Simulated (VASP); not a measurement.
Set up this calculation in VASP 6.6.1, as the native input.

```
Task                   : single point
Functional             : LDA
Potentials or basis    : VASP PAW LDA potentials, release 64 (W_sv)
Cutoff                 : 520 eV
k mesh                 : 22 × 22 × 22
Occupations            : gaussian, width 0.15 eV
Spin                   : no spin polarisation
Dipole correction      : no
Further INCAR settings : ALGO = Fast; EDIFF = 1e-06; NBANDS = 13
```

The structure of W lies in POSCAR:

```
W
1.0
    0.0000000000      1.9654612271      1.8667950735
    1.9654612271      0.0000000000      1.8667950735
    1.9654612271      1.9654612271      0.0000000000
W
1
Direct
    0.0000000000      0.0000000000      0.0000000000
```

One way to write it, as run:

INCAR

```
SYSTEM = W
PREC     = Accurate       ! precision mode
ENCUT    = 520            ! plane-wave cutoff, eV
EDIFF    = 1E-6           ! SCF threshold, eV
ISMEAR   = 0              ! smearing method
SIGMA    = 0.15           ! smearing width, eV
LREAL    = .False.        ! projectors in reciprocal space
LASPH    = .True.         ! aspherical terms in the spheres
NELM     = 60             ! most SCF steps
ALGO     = Fast           ! electronic algorithm
ISIF     = 2              ! what is computed and relaxed
LWAVE    = .False.        ! write WAVECAR
LCHARG   = .False.        ! write CHGCAR
GGA      = CA             ! functional
NBANDS   = 13             ! bands
```

KPOINTS

```
Automatic mesh
0
Gamma
  22 22 22
  0 0 0
```

Potentials or basis: VASP PAW LDA potentials, release 64 (W_sv).

Launch:

```bash
$ cat potpaw_LDA.64/W_sv/POTCAR > POTCAR
$ mpirun -np 1 vasp_std > vasp.out
```

Results of the run:

```yaml
Pressure: 33.3 GPa
Band_gap_on_the_k_mesh: zero (bands 7 and 8 overlap by 5.48 eV)
```

Caveat: the stress differs along the axes, from 22 to 39 GPa; spin-orbit coupling is left out, which moves the levels of the heavy elements.

Run time: 3.5 min on 1 thread of Intel Xeon 8259CL (shared host), peak memory 0.25 GiB.
